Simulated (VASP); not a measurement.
# N in VASP: notebook

Runs on N. Level: PBE. Tasks: single point.

Everything below comes from runs of VASP 6.6.1. Logs are shortened: lines on timing, memory, paths and dates and some standing lists are left out, and cuts for length are marked.

**1. The cell of the first run**

The cell holds a disordered packing, 12 atoms: a = 7.677 Å, b = 7.677 Å, c = 7.677 Å, α = 90.00°, β = 90.00°, γ = 90.00°.

**2. Single point, PBE**

Contents of INCAR:

```
PREC = Accurate
ENCUT = 520
EDIFF = 1E-7
ISMEAR = -1
SIGMA = 0.05
LREAL = F
LASPH = T
NELM = 60
ALGO = Normal
ISIF = 2
LWAVE = F
LCHARG = F
GGA = PE
NBANDS = 42
```

Contents of KPOINTS:

```
Automatic mesh
0
Gamma
  1 1 1
```

Contents of POSCAR:

```
N
1.0
    7.6766930000      0.0000000000      0.0000000000
    0.0000000000      7.6766930000      0.0000000000
    0.0000000000      0.0000000000      7.6766930000
N
12
Direct
    0.8234739273      0.7866214197      0.6237521847
    0.8879526556      0.7201074308      0.7334170180
    0.2646338682      0.5244995554      0.5942450408
    0.3767055479      0.5875185770      0.6581187798
    0.5619053825      0.8999031233      0.1962472844
    0.6170986433      0.9701896172      0.0838883967
    0.7230308032      0.2413066929      0.6897301563
    0.6520929994      0.2212632571      0.5665393906
    0.1027455252      0.8487514228      0.2665541978
    0.0962492530      0.9054904822      0.1348339738
    0.8703236793      0.4208551359      1.1428337923
    0.7399834150      0.4705468857      1.1088695848
```

Potentials or basis: VASP PAW PBE potentials, release 64 (N).

Command:

```bash
> cat potpaw_PBE.64/N/POTCAR > POTCAR
> mpirun -np 1 vasp_gam > vasp.out
```

OUTCAR:

```text
PREC = Accurate
   ENCUT = 520
   EDIFF = 1E-7
   ISMEAR = -1
   LREAL = F
   LASPH = T
   NELM = 60
   ISIF = 2
   GGA = PE

 ion  position               nearest neighbor table
   1  0.823  0.787  0.624-   2 1.10
   2  0.888  0.720  0.733-   1 1.10
   3  0.265  0.524  0.594-   4 1.10
   4  0.377  0.588  0.658-   3 1.10
   5  0.562  0.900  0.196-   6 1.10
   6  0.617  0.970  0.084-   5 1.10
   7  0.723  0.241  0.690-   8 1.10
   8  0.652  0.221  0.567-   7 1.10
   9  0.103  0.849  0.267-  10 1.10
  10  0.096  0.905  0.135-   9 1.10
  11  0.870  0.421  0.143-  12 1.10
  12  0.740  0.471  0.109-  11 1.10

  LATTYP: Found a simple cubic cell.
 ALAT       =     7.6766930000

  Lattice vectors:

 A1 = (   7.6766930000,   0.0000000000,   0.0000000000)
 A2 = (   0.0000000000,   7.6766930000,   0.0000000000)
 A3 = (   0.0000000000,   0.0000000000,   7.6766930000)

Analysis of symmetry for initial positions (statically):
=====================================================================
 Subroutine PRICEL returns:
 Original cell was already a primitive cell.

 Routine SETGRP: Setting up the symmetry group for a
 simple cubic supercell.

 Subroutine GETGRP returns: Found  1 space group operations
 (whereof  1 operations were pure point group operations)
 out of a pool of 48 trial point group operations.

The static configuration has the point symmetry C_1 .

Analysis of symmetry for dynamics (positions and initial velocities):
=====================================================================
 Subroutine PRICEL returns:
 Original cell was already a primitive cell.

 Routine SETGRP: Setting up the symmetry group for a
 simple cubic supercell.

 Subroutine GETGRP returns: Found  1 space group operations
 (whereof  1 operations were pure point group operations)
 out of a pool of 48 trial point group operations.

The dynamic configuration has the point symmetry C_1 .

 Subroutine INISYM returns: Found  1 space group operations
 (whereof  1 operations are pure point group operations),
 and found     1 'primitive' translations

----------------------------------------------------------------------------------------

                                     Primitive cell

  volume of cell :     452.3999

  direct lattice vectors                    reciprocal lattice vectors
     7.676693000  0.000000000  0.000000000     0.130264425  0.000000000  0.000000000
     0.000000000  7.676693000  0.000000000     0.000000000  0.130264425  0.000000000
     0.000000000  0.000000000  7.676693000     0.000000000  0.000000000  0.130264425

  length of vectors
     7.676693000  7.676693000  7.676693000     0.130264425  0.130264425  0.130264425

  position of ions in fractional coordinates (direct lattice)
     0.823473927  0.786621420  0.623752185
     0.887952656  0.720107431  0.733417018
     0.264633868  0.524499555  0.594245041
     0.376705548  0.587518577  0.658118780
     0.561905383  0.899903123  0.196247284
     0.617098643  0.970189617  0.083888397
     0.723030803  0.241306693  0.689730156
     0.652092999  0.221263257  0.566539391
     0.102745525  0.848751423  0.266554198
     0.096249253  0.905490482  0.134833974
     0.870323679  0.420855136  0.142833792
     0.739983415  0.470546886  0.108869585

  ion indices of the primitive-cell ions
   primitive index   ion index
                 1           1
                 2           2
                 3           3
                 4           4
                 5           5
                 6           6
                 7           7
                 8           8
                 9           9
                10          10
                11          11
                12          12

----------------------------------------------------------------------------------------

 KPOINTS: Automatic mesh

Automatic generation of k-mesh.
 Grid dimensions read from file:
 generate k-points for:    1    1    1

 Generating k-lattice:

  Cartesian coordinates                     Fractional coordinates (reciprocal lattice)
     0.130264425  0.000000000  0.000000000     1.000000000  0.000000000  0.000000000
     0.000000000  0.130264425  0.000000000     0.000000000  1.000000000  0.000000000
     0.000000000  0.000000000  0.130264425     0.000000000  0.000000000  1.000000000

  Length of vectors
     0.130264425  0.130264425  0.130264425

  Shift w.r.t. Gamma in fractional coordinates (k-lattice)
     0.000000000  0.000000000  0.000000000

 Subroutine IBZKPT returns following result:
 ===========================================

 Found      1 irreducible k-points:

 Following reciprocal coordinates:
            Coordinates               Weight
  0.000000  0.000000  0.000000      1.000000
   k-points           NKPTS =      1   k-points in BZ     NKDIM =      1   number of bands    NBANDS=     42
   number of dos      NEDOS =    301   number of ions     NIONS =     12
   total plane-waves  NPLWV = 216000
   dimension x,y,z NGX =    60 NGY =   60 NGZ =   60
   dimension x,y,z NGXF=   120 NGYF=  120 NGZF=  120
   ions per type =              12
   NGX,Y,Z   is equivalent  to a cutoff of  12.99, 12.99, 12.99 a.u.
   NGXF,Y,Z  is equivalent  to a cutoff of  25.99, 25.99, 25.99 a.u.
 SYSTEM =  unknown system
   PREC   = accura    normal or accurate (medium, high low for compatibility)
   ISTART =      0    job   : 0-new  1-cont  2-samecut
   ICHARG =      2    charge: 1-file 2-atom 10-const
   ISPIN  =      1    spin polarized calculation?
   LNONCOLLINEAR =      F non collinear calculations
   LSORBIT =      F    spin-orbit coupling
   LASPH  =      T    aspherical Exc in radial PAW
   ENCUT  =  520.0 eV  38.22 Ry    6.18 a.u.  14.27 14.27 14.27*2*pi/ulx,y,z
   NELM   =     60;   NELMIN=  2; NELMDL= -5     # of ELM steps
   EDIFF  = 0.1E-06   stopping-criterion for ELM
   LREAL  =      F    real-space projection
   EDIFFG = 0.1E-05   stopping-criterion for IOM
   NSW    =      0    number of steps for IOM
   IBRION =     -1    ionic relax: 0-MD 1-quasi-New 2-CG
   NFREE  =      0    steps in history (QN), initial steepest desc. (CG)
   ISIF   =      2    stress and relaxation
   ISYM   =      2    0-nonsym 1-usesym 2-fastsym
   POTIM  = 0.5000    time-step for ionic-motion
   TEBEG  =    0.0;   TEEND  =   0.0 temperature during run
   PSTRESS=    0.0 pullay stress
   NELECT =      60.0000    total number of electrons
   NUPDOWN=      -1.0000    fix difference up-down
   EMIN   =  10.00;   EMAX   =-10.00  energy-range for DOS
   EFERMI =   0.00;   METHOD = LEGACY
   ISMEAR =    -1;   SIGMA  =   0.05  broadening in eV -4-tet -1-fermi 0-gaus
   EFERMI_NEDOS =   21; number of points for ismear=-14 and -15
   IALGO  =     38    algorithm
   IMIX   =      4    mixing-type and parameters
     AMIX     =   0.40;   BMIX     =  1.00
     AMIX_MAG =   1.60;   BMIX_MAG =  1.00
  volume/ion in A,a.u.               =      37.70       254.41
  Fermi-wavevector in a.u.,A,eV,Ry     =   0.834868  1.577671  9.483320  0.697004
  Thomas-Fermi vector in A             =   1.948331
   LORBIT       =      0    0 simple, 1 ext, 2 COOP (PROOUT), +10 PAW based schemes
   GGA     = PE    functional components
   LHFCALC =     F    Hartree Fock is set to
   AEXX    =    0.0000 exact exchange contribution
   IVDW    =     0    specifies the selected vdW correction
   LEPSILON=     F    determine dielectric tensor
   LRPA    =     F    only Hartree local field effects (RPA)
 non-spin polarized calculation
  energy-cutoff  :      520.00
  volume of cell :      452.40
 maximum number of plane-waves:      6075
 NGX is ok and might be reduce to    60
   NGX = 29   NGY = 29   NGZ = 29

 number of electron      60.0000004 magnetization

 Free energy of the ion-electron system (eV)
  ---------------------------------------------------
  ext. energy  EPLUGINS =         0.00000000
  ---------------------------------------------------
  free energy    TOTEN  =       -99.94850020 eV

  energy without entropy =      -99.94850020  energy(sigma->0) =      -99.94850020

 E-fermi :  -6.7474     XC(G=0):  -4.7139

 val. band max:       -8.0126422534   @ k =   0.0000   0.0000   0.0000
 cond. band min:      -0.2331483993   @ k =   0.0000   0.0000   0.0000
 fundamental gap:      7.7794938541
 Fermi energy:        -6.7473740109

 k-point     1 :       0.0000    0.0000    0.0000
  band No.  band energies     occupation
      1     -26.3319      2.00000
      2     -26.3270      2.00000
      3     -26.3102      2.00000
      4     -26.2927      2.00000
      5     -26.2836      2.00000
      6     -26.2647      2.00000
[... 34 lines left out ...]
     41       0.2576      0.00000
     42       0.3257      0.00000

------------------------ aborting loop because EDIFF is reached ----------------------------------------

  FORCE on cell =-STRESS in cart. coord.  units (eV):
  Direction    XX          YY          ZZ          XY          YZ          ZX
  --------------------------------------------------------------------------------------
  -------------------------------------------------------------------------------------
  Total        3.6677737      1.5114150      5.3609466      0.0460991     -1.6562680      1.9988224
  in kB       12.9894449      5.3526862     18.9858282      0.1632604     -5.8656841      7.0788427
  external PRESSURE =      12.4426531 kB  Pullay stress =       0.0000000 kB

 VOLUME and BASIS-vectors are now :
 -----------------------------------------------------------------------------
  energy-cutoff  :      520.00
  volume of cell :      452.40
      direct lattice vectors                 reciprocal lattice vectors
     7.676693000  0.000000000  0.000000000     0.130264425  0.000000000  0.000000000
     0.000000000  7.676693000  0.000000000     0.000000000  0.130264425  0.000000000
     0.000000000  0.000000000  7.676693000     0.000000000  0.000000000  0.130264425

 POSITION                                       TOTAL-FORCE (eV/Angst)
 -----------------------------------------------------------------------------------
      6.32156      6.03865      4.78835        -0.786014      0.807877     -1.329012
      6.81654      5.52804      5.63022         0.777276     -0.810748      1.336538
      2.03151      4.02642      4.56184        -1.355553     -0.761652     -0.772288
      2.89185      4.51020      5.05218         1.355674      0.767273      0.770020
      4.31358      6.90828      1.50653        -0.670174     -0.849524      1.354881
      4.73728      7.44785      0.64399         0.670533      0.854021     -1.358082
      5.55049      1.85244      5.29485         0.868110      0.245996      1.489207
      5.00592      1.69857      4.34915        -0.857519     -0.240666     -1.499590
      0.78875      6.51560      2.04625         0.076595     -0.685812      1.589602
      0.73888      6.95117      1.03508        -0.080312      0.686071     -1.589617
      6.68121      3.23078      1.09649         1.579524     -0.609370      0.417599
      5.68063      3.61224      0.83576        -1.578141      0.596536     -0.409258
 -----------------------------------------------------------------------------------
    total drift:                                0.000463     -0.000025     -0.000153

  FREE ENERGIE OF THE ION-ELECTRON SYSTEM (eV)
  ---------------------------------------------------
  free  energy   TOTEN  =       -99.9485002022 eV

  energy  without entropy=      -99.9485002022  energy(sigma->0) =      -99.94850020
```

It took 63 s on 1 thread of Intel Xeon 8259CL, shared host; peak memory 0.47 GiB.

Results:

```
Free energy   : -99.9485 eV
Pressure      : 1.2 GPa
Largest force : 1.746 eV/Å
```

Forces on the atoms (eV/Å):
```
N   -0.786  0.808 -1.329
N    0.777 -0.811  1.337
N   -1.356 -0.762 -0.772
N    1.356  0.767  0.770
N   -0.670 -0.850  1.355
N    0.671  0.854 -1.358
N    0.868  0.246  1.489
N   -0.858 -0.241 -1.500
N    0.077 -0.686  1.590
N   -0.080  0.686 -1.590
N    1.580 -0.609  0.418
N   -1.578  0.597 -0.409
```

Caveat: the k points lie up to 0.82 Å⁻¹ apart; the standard files for N, O and F lose accuracy on very short bonds.

**3. Single point, PBE**

Contents of INCAR:

```
PREC = Accurate
ENCUT = 520
EDIFF = 1E-7
ISMEAR = -1
SIGMA = 0.05
LREAL = False
LASPH = True
NELM = 60
ALGO = Normal
ISIF = 2
LWAVE = False
LCHARG = True
GGA = PE
LELF = True
LVHAR = True
NBANDS = 42
```

Contents of KPOINTS:

```
regular mesh
0
Gamma
  1 1 1
```

Contents of POSCAR:

```
N
1.0
    7.6766930000      0.0000000000      0.0000000000
    0.0000000000      7.6766930000      0.0000000000
    0.0000000000      0.0000000000      7.6766930000
N
12
Direct
    0.8636010324      0.7482388575      0.6009879515
    0.8222029981      0.7235407225      0.7361242660
    0.3158000457      0.5635239028      0.5787127348
    0.3904024819      0.5766415304      0.6986862702
    0.4716353774      0.8913213020      0.1553403269
    0.4823691660      0.9813470462      0.0462699238
    0.7126115373      0.2525957466      0.6967192774
    0.6992464073      0.1955399285      0.5644357538
    0.0453971521      0.8771615590      0.2164864480
   -0.0052496563      0.9205917183      0.0880587513
    0.8896929967      0.4601069758      1.1347724860
    0.7655379732      0.3864163905      1.1187890411
```

Potentials or basis: VASP PAW PBE potentials, release 64 (N).

Command:

```bash
> cat potpaw_PBE.64/N/POTCAR > POTCAR
> mpirun -np 1 vasp_gam > vasp.out
```

It took 78 s on 1 thread of Intel Xeon 8259CL, shared host; peak memory 0.45 GiB.

Results (log left out):

```
Free energy   : -99.8538 eV
Pressure      : 1.3 GPa
Largest force : 4.039 eV/Å
```

Forces in eV/Å, atoms in the order of the input:
```
N    0.523  0.323 -1.740
N   -0.535 -0.337  1.747
N   -2.111 -0.380 -3.375
N    2.084  0.388  3.371
N   -0.259 -2.551  3.103
N    0.312  2.551 -3.116
N    0.051  0.150  0.330
N   -0.042 -0.166 -0.352
N    0.112 -0.082  0.274
N   -0.124  0.121 -0.264
N   -0.241 -0.162 -0.043
N    0.231  0.145  0.065
```

Stress tensor (GPa, compression positive):
```
 0.42  0.14  0.43
 0.14  0.60 -0.73
 0.43 -0.73  2.78
```

Levels at points of the mesh, in eV from the Fermi level:
```tsv
k point	band 26	band 27	band 28	band 29	band 30	band 31	band 32	band 33	band 34	band 35
(0.00, 0.00, 0.00)	-1.58	-1.55	-1.49	-1.38	-1.28	6.23	6.33	6.44	6.48	6.55
```

Caveat: the k points lie up to 0.82 Å⁻¹ apart; the standard files for N, O and F lose accuracy on very short bonds.

**4. Single point, PBE**

Contents of INCAR:

```
PREC     = Accurate       # precision mode
ENCUT    = 520            # plane-wave cutoff, eV
EDIFF    = 1E-6           # SCF threshold, eV
ISMEAR   = -1             # smearing method
SIGMA    = 0.05           # smearing width, eV
LREAL    = F              # projectors in reciprocal space
LASPH    = T              # aspherical terms in the spheres
NELM     = 80             # most SCF steps
ALGO     = Normal         # electronic algorithm
ISIF     = 2              # what is computed and relaxed
LWAVE    = F              # write WAVECAR
LCHARG   = T              # write CHGCAR
GGA      = PE             # functional
LELF     = T              # ELF
LVHAR    = T            
NBANDS   = 42             # bands
```

KPOINTS is that of step 3.

Contents of POSCAR:

```
N
1.0
    7.6766930000      0.0000000000      0.0000000000
    0.0000000000      7.6766930000      0.0000000000
    0.0000000000      0.0000000000      7.6766930000
N
12
Direct
    0.8366623493      0.7276310255      0.6396113535
    0.8307483444      0.6643615942      0.7679739179
    0.2559565688      0.5021042264      0.6149392714
    0.3290609641      0.5343576980      0.7348607011
    0.4829814088      0.8989417709      0.1859003610
    0.4923474210      0.9718637960      0.0603515081
    0.7498020306      0.2392436431      0.6316652236
    0.7939356179      0.1600558991      0.5204584839
    0.0345591520      0.9399750648      0.2662214055
   -0.0709550323      0.9201618457      0.1669729400
    0.8772787970      0.4197771098      1.1801826646
    0.7502058504      0.3968635974      1.1113248895
```

Command:

```bash
> cat potpaw_PBE.64/N/POTCAR > POTCAR
> mpirun -np 1 vasp_gam > vasp.out
```

Wall time 69 s (1 thread of Intel Xeon 8259CL, shared host); peak memory 0.45 GiB.

Results (log left out):

```yaml
Free_energy: -99.9160 eV
Pressure: 0.2 GPa
Largest_force: 2.158 eV/Å
```

Forces on the atoms (eV/Å):
```
N    0.070  0.951 -1.936
N   -0.079 -0.931  1.931
N   -0.547 -0.258 -0.902
N    0.562  0.254  0.903
N    0.033  0.287 -0.490
N   -0.053 -0.293  0.477
N   -0.572  1.021  1.449
N    0.520 -0.992 -1.379
N   -0.958 -0.220 -0.971
N    1.036  0.170  0.926
N   -1.278 -0.215 -0.715
N    1.267  0.226  0.707
```

Stress tensor (GPa, compression positive):
```
-0.58 -0.23 -0.56
-0.23  0.29  0.06
-0.56  0.06  0.80
```

Levels at points of the mesh, in eV from the Fermi level:
```csv
k point,band 27,band 28,band 29,band 30,band 31,band 32,band 33,band 34
"(0.00, 0.00, 0.00)",-1.42,-1.34,-1.32,-1.24,6.35,6.37,6.46,6.48
```

Caveat: the k points lie up to 0.82 Å⁻¹ apart; the standard files for N, O and F lose accuracy on very short bonds.

**5. Single point, PBE**

Contents of INCAR:

```
PREC = Accurate ; ENCUT = 520
EDIFF = 1E-7 ; ISMEAR = -1
SIGMA = 0.05 ; LREAL = False
LASPH = True ; NELM = 80
ALGO = Normal ; ISIF = 2
LWAVE = False ; LCHARG = False
GGA = PE ; NBANDS = 42
```

Contents of KPOINTS:

```
Automatic mesh
0
Gamma
  1 1 1
```

Contents of POSCAR:

```
N
1.0
    7.6766930000      0.0000000000      0.0000000000
    0.0000000000      7.6766930000      0.0000000000
    0.0000000000      0.0000000000      7.6766930000
N
12
Direct
    0.8420943758      0.7324898885      0.6016783529
    0.7796977162      0.6987514025      0.7291030135
    0.2275328713      0.4923213681      0.6559725653
    0.3045712522      0.5953735547      0.7169232898
    0.4608364565      0.8386293421      0.1434081055
    0.4888042286      0.9356633123      0.0396785439
    0.7812087835      0.3017184613      0.6208141969
    0.7434190738      0.1856919379      0.5466155804
    0.1253404298      0.8999969127      0.3343757527
    0.0117368247      0.9113168913      0.2475805663
    0.8453119071      0.5286130369      1.0863662257
    0.7988335602      0.4271761291      1.1750632727
```

Command:

```bash
> cat potpaw_PBE.64/N/POTCAR > POTCAR
> mpirun -np 1 vasp_gam > vasp.out
```

It took 74 s on 1 thread of Intel Xeon 8259CL, shared host; peak memory 0.45 GiB.

It converged, with:

```
Free energy   : -99.8195 eV
Pressure      : 1.4 GPa
Largest force : 3.302 eV/Å
```

Forces in eV/Å, atoms in the order of the input:
```
N   -0.434 -0.221  0.888
N    0.348  0.320 -0.898
N   -1.769 -2.398 -1.419
N    1.788  2.386  1.418
N    0.042 -0.212  0.141
N    0.067  0.201 -0.197
N    0.701  2.114  1.401
N   -0.718 -2.218 -1.385
N    1.461 -0.117  1.194
N   -1.515  0.182 -1.196
N    1.062  2.160 -1.852
N   -1.032 -2.199  1.905
```

Stress tensor (GPa, compression positive):
```
0.99 0.92 0.60
0.92 2.03 0.25
0.60 0.25 1.06
```

Levels at points of the mesh, in eV from the Fermi level:
```
           k point  band 28  band 29  band 30  band 31  band 32  band 33
(0.00, 0.00, 0.00)    -1.43    -1.31    -1.24     6.34     6.39     6.44
```

Caveat: the k points lie up to 0.82 Å⁻¹ apart; the standard files for N, O and F lose accuracy on very short bonds.

**6. Summary**

| cell | pressure (GPa) | largest force (eV/Å) |
| --- | --- | --- |
| as given, atomic positions A | 1.2 | 1.75 |
| as given, atomic positions B | 1.3 | 4.04 |
| as given, atomic positions C | 0.2 | 2.16 |
| as given, atomic positions D | 1.4 | 3.30 |

Alike in all rows: task single point; level PBE; potentials or basis VASP PAW PBE potentials, release 64 (N); no spin polarisation; k mesh 1 × 1 × 1; cutoff (eV) 520; smearing fermi-dirac 0.05 eV.

Caveats: all runs use coarse meshes; the standard files for N, O and F lose accuracy on very short bonds.

Absolute energies hang on the potentials; compare differences alone.
